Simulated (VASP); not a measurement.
# Ca (Pm-3n) in VASP: single point with r2SCAN

Aim: the single point of Ca with r2SCAN.

All numbers are computed with VASP 6.6.1; they aren't measurements. Logs are shortened: lines on timing, memory, paths and dates and some standing lists are left out, and cuts for length are marked.

### Step 1. The cell of the first run

It takes space group Pm-3n (No. 223, cubic). Conventional cell: a = 7.034 Å, b = 7.034 Å, c = 7.034 Å, α = 90.00°, β = 90.00°, γ = 90.00°. Ca (site symmetry m-3) has 12 Ca at 3.93 Å within 5.2 Å. Within 4.6 Å of Ca (site symmetry -4m2) lie 14 Ca at 3.52 to 4.31 Å.

### Step 2. Single point, r2SCAN

The input, POSCAR:

```
Ca
1.0
    7.0343515374      0.0000000000      0.0000000000
    0.0000000000      7.0343515374      0.0000000000
    0.0000000000      0.0000000000      7.0343515374
Ca
8
Direct
    1.0000000000      0.0000000000      0.0000000000
    0.5000000000      0.5000000000      0.5000000000
    0.2500000000      1.0000000000      0.5000000000
    0.7500000000      1.0000000000      0.5000000000
    0.5000000000      0.2500000000      1.0000000000
    0.5000000000      0.7500000000      0.0000000000
    0.0000000000      0.5000000000      0.2500000000
    0.0000000000      0.5000000000      0.7500000000
```

The input, INCAR.step1:

```
PREC = Accurate
ENCUT = 520
ISMEAR = -1
SIGMA = 0.1
LREAL = False
LASPH = True
NELM = 80
NBANDS = 50
GGA = PE
ALGO = Normal
EDIFF = 1E-4
LWAVE = True
LCHARG = False
```

The input, INCAR.step2:

```
PREC = Accurate
ENCUT = 520
EDIFF = 1E-6
ISMEAR = -1
SIGMA = 0.1
LREAL = False
LASPH = True
NELM = 80
ALGO = Normal
ISIF = 2
LWAVE = False
LCHARG = True
METAGGA = R2SCAN
LMIXTAU = True
LELF = True
LVHAR = True
NBANDS = 50
ISTART = 1
```

The input, KPOINTS:

```
regular mesh
0
Gamma
  5 5 5
```

Potentials or basis: VASP PAW PBE potentials, release 64 (Ca_sv).

Run with:

```sh
$ cat potpaw_PBE.64/Ca_sv/POTCAR > POTCAR
$ cp INCAR.step1 INCAR
$ mpirun -np 1 vasp_std > vasp.out
$ cp INCAR.step2 INCAR
$ mpirun -np 1 vasp_std > vasp.out
```

OUTCAR:

```text
PREC = Accurate
   ENCUT = 520
   EDIFF = 1E-6
   ISMEAR = -1
   LREAL = False
   LASPH = True
   NELM = 80
   ISIF = 2
   METAGGA = R2SCAN
   ISTART = 1

 ion  position               nearest neighbor table
   1  0.000  0.000  0.000-
   2  0.500  0.500  0.500-
   3  0.250  0.000  0.500-
   4  0.750  0.000  0.500-
   5  0.500  0.250  0.000-
   6  0.500  0.750  0.000-
   7  0.000  0.500  0.250-
   8  0.000  0.500  0.750-

  LATTYP: Found a simple cubic cell.
 ALAT       =     7.0343515374

  Lattice vectors:

 A1 = (   7.0343515374,   0.0000000000,   0.0000000000)
 A2 = (   0.0000000000,   7.0343515374,   0.0000000000)
 A3 = (   0.0000000000,   0.0000000000,   7.0343515374)

Analysis of symmetry for initial positions (statically):
=====================================================================
 Subroutine PRICEL returns:
 Original cell was already a primitive cell.

 Routine SETGRP: Setting up the symmetry group for a
 simple cubic supercell.

 Subroutine GETGRP returns: Found 48 space group operations
 (whereof 24 operations were pure point group operations)
 out of a pool of 48 trial point group operations.

The static configuration has the point symmetry T_h .
 The point group associated with its full space group is O_h .

Analysis of symmetry for dynamics (positions and initial velocities):
=====================================================================
 Subroutine PRICEL returns:
 Original cell was already a primitive cell.

 Routine SETGRP: Setting up the symmetry group for a
 simple cubic supercell.

 Subroutine GETGRP returns: Found 48 space group operations
 (whereof 24 operations were pure point group operations)
 out of a pool of 48 trial point group operations.

The dynamic configuration has the point symmetry T_h .
 The point group associated with its full space group is O_h .

 Subroutine INISYM returns: Found 48 space group operations
 (whereof 24 operations are pure point group operations),
 and found     1 'primitive' translations

[... 87 lines left out ...]
   LSORBIT =      F    spin-orbit coupling
   LASPH  =      T    aspherical Exc in radial PAW
   ENCUT  =  520.0 eV  38.22 Ry    6.18 a.u.  13.08 13.08 13.08*2*pi/ulx,y,z
   NELM   =     80;   NELMIN=  2; NELMDL=  0     # of ELM steps
   EDIFF  = 0.1E-05   stopping-criterion for ELM
   LREAL  =      F    real-space projection
   EDIFFG = 0.1E-04   stopping-criterion for IOM
   NSW    =      0    number of steps for IOM
   IBRION =     -1    ionic relax: 0-MD 1-quasi-New 2-CG
   NFREE  =      0    steps in history (QN), initial steepest desc. (CG)
   ISIF   =      2    stress and relaxation
   ISYM   =      2    0-nonsym 1-usesym 2-fastsym
   POTIM  = 0.5000    time-step for ionic-motion
   TEBEG  =    0.0;   TEEND  =   0.0 temperature during run
   PSTRESS=    0.0 pullay stress
   NELECT =      80.0000    total number of electrons
   NUPDOWN=      -1.0000    fix difference up-down
   EMIN   =  10.00;   EMAX   =-10.00  energy-range for DOS
   EFERMI =   0.00;   METHOD = LEGACY
   ISMEAR =    -1;   SIGMA  =   0.10  broadening in eV -4-tet -1-fermi 0-gaus
   EFERMI_NEDOS =   21; number of points for ismear=-14 and -15
   IALGO  =     38    algorithm
   IMIX   =      4    mixing-type and parameters
     AMIX     =   0.40;   BMIX     =  1.00
     AMIX_MAG =   1.60;   BMIX_MAG =  1.00
  volume/ion in A,a.u.               =      43.51       293.62
  Fermi-wavevector in a.u.,A,eV,Ry     =   1.002799  1.895016 13.682111  1.005607
  Thomas-Fermi vector in A             =   2.135310
   LORBIT       =      0    0 simple, 1 ext, 2 COOP (PROOUT), +10 PAW based schemes
   METAGGA = R2SCAN    functional components
   LHFCALC =     F    Hartree Fock is set to
   AEXX    =    0.0000 exact exchange contribution
   IVDW    =     0    specifies the selected vdW correction
   LEPSILON=     F    determine dielectric tensor
   LRPA    =     F    only Hartree local field effects (RPA)
 non-spin polarized calculation
  energy-cutoff  :      520.00
  volume of cell :      348.07
 maximum number of plane-waves:      9435
 NGX is ok and might be reduce to    54
   NGX = 27   NGY = 27   NGZ = 27

 number of electron      80.0000032 magnetization

 Free energy of the ion-electron system (eV)
  ---------------------------------------------------
  ext. energy  EPLUGINS =         0.00000000
  ---------------------------------------------------
  free energy    TOTEN  =       -56.01502700 eV

  energy without entropy =      -55.74445068  energy(sigma->0) =      -55.87973884

 E-fermi :   1.9141     XC(G=0):  -8.1151

 val. band max:        1.9055443788   @ k =   0.2000   0.2000   0.2000
 cond. band min:       1.9435646289   @ k =   0.2000   0.2000   0.0000
 fundamental gap:      0.0380202502
 Fermi energy:         1.9141170851

 k-point     1 :       0.0000    0.0000    0.0000
  band No.  band energies     occupation
      1     -41.9750      2.00000
      2     -41.9656      2.00000
      3     -41.9652      2.00000
      4     -41.9652      2.00000
      5     -41.9594      2.00000
      6     -41.9483      2.00000
[... 519 lines left out ...]
     49       3.3672      0.00000
     50       3.3747      0.00000

------------------------ aborting loop because EDIFF is reached ----------------------------------------

  FORCE on cell =-STRESS in cart. coord.  units (eV):
  Direction    XX          YY          ZZ          XY          YZ          ZX
  --------------------------------------------------------------------------------------
  -------------------------------------------------------------------------------------
  Total        0.0570008      0.0570008      0.0570008      0.0000000      0.0000000      0.0000000
  in kB        0.2623731      0.2623731      0.2623731      0.0000000      0.0000000      0.0000000
  external PRESSURE =       0.2623731 kB  Pullay stress =       0.0000000 kB

 VOLUME and BASIS-vectors are now :
 -----------------------------------------------------------------------------
  energy-cutoff  :      520.00
  volume of cell :      348.07
      direct lattice vectors                 reciprocal lattice vectors
     7.034351537  0.000000000  0.000000000     0.142159515  0.000000000  0.000000000
     0.000000000  7.034351537  0.000000000     0.000000000  0.142159515  0.000000000
     0.000000000  0.000000000  7.034351537     0.000000000  0.000000000  0.142159515

 POSITION                                       TOTAL-FORCE (eV/Angst)
 -----------------------------------------------------------------------------------
      0.00000      0.00000      0.00000        -0.000000      0.000000     -0.000000
      3.51718      3.51718      3.51718        -0.000000      0.000000     -0.000000
      1.75859      0.00000      3.51718        -0.000000      0.000000      0.000000
      5.27576      0.00000      3.51718         0.000000     -0.000000     -0.000000
      3.51718      1.75859      0.00000        -0.000000      0.000000      0.000000
      3.51718      5.27576      0.00000         0.000000     -0.000000      0.000000
      0.00000      3.51718      1.75859         0.000000      0.000000      0.000000
      0.00000      3.51718      5.27576        -0.000000     -0.000000     -0.000000
 -----------------------------------------------------------------------------------
    total drift:                                0.000000      0.000000      0.000000

  FREE ENERGIE OF THE ION-ELECTRON SYSTEM (eV)
  ---------------------------------------------------
  free  energy   TOTEN  =       -56.0150270000 eV

  energy  without entropy=      -55.7444506842  energy(sigma->0) =      -55.87973884
```

OSZICAR.step1:

```text
N       E                     dE             d eps       ncg     rms          rms(c)
DAV:   1     0.849309243049E+03    0.84931E+03   -0.38468E+04  1000   0.145E+03
DAV:   2     0.423921535432E+02   -0.80692E+03   -0.79699E+03  1000   0.454E+02
DAV:   3    -0.708730266076E+01   -0.49479E+02   -0.47570E+02  1472   0.834E+01
DAV:   4    -0.144902248897E+02   -0.74029E+01   -0.73035E+01  1640   0.261E+01
DAV:   5    -0.152844642824E+02   -0.79424E+00   -0.79228E+00  1408   0.638E+00    0.670E+00
DAV:   6    -0.152646595474E+02    0.19805E-01   -0.51363E-01  1320   0.316E+00    0.365E+00
DAV:   7    -0.152555438974E+02    0.91157E-02   -0.13485E-01  1272   0.238E+00    0.464E-01
DAV:   8    -0.152539438140E+02    0.16001E-02   -0.21183E-02  1408   0.884E-01    0.596E-01
DAV:   9    -0.152543969114E+02   -0.45310E-03   -0.27338E-03  1304   0.304E-01    0.131E-01
DAV:  10    -0.152545115089E+02   -0.11460E-03   -0.40690E-04   944   0.153E-01    0.834E-02
DAV:  11    -0.152544906033E+02    0.20906E-04   -0.67743E-05   800   0.531E-02
   1 F= -.15254491E+02 E0= -.15109420E+02  d E =-.290141E+00
```

Wall time 9.8 min (1 thread of Intel Xeon Platinum 8488C (Sapphire Rapids), shared host); peak memory 0.46 GiB.

What came out:

- Free energy: -56.0150 eV
- Pressure: 0.0 GPa
- Band gap on the k mesh: zero (bands 40 and 41 overlap by 0.72 eV)

Caveat: the PAW data sets were made with another functional, which shifts forces and pressure a little.

The gap in the log of VASP goes by the Fermi energy; the results here count the filled bands.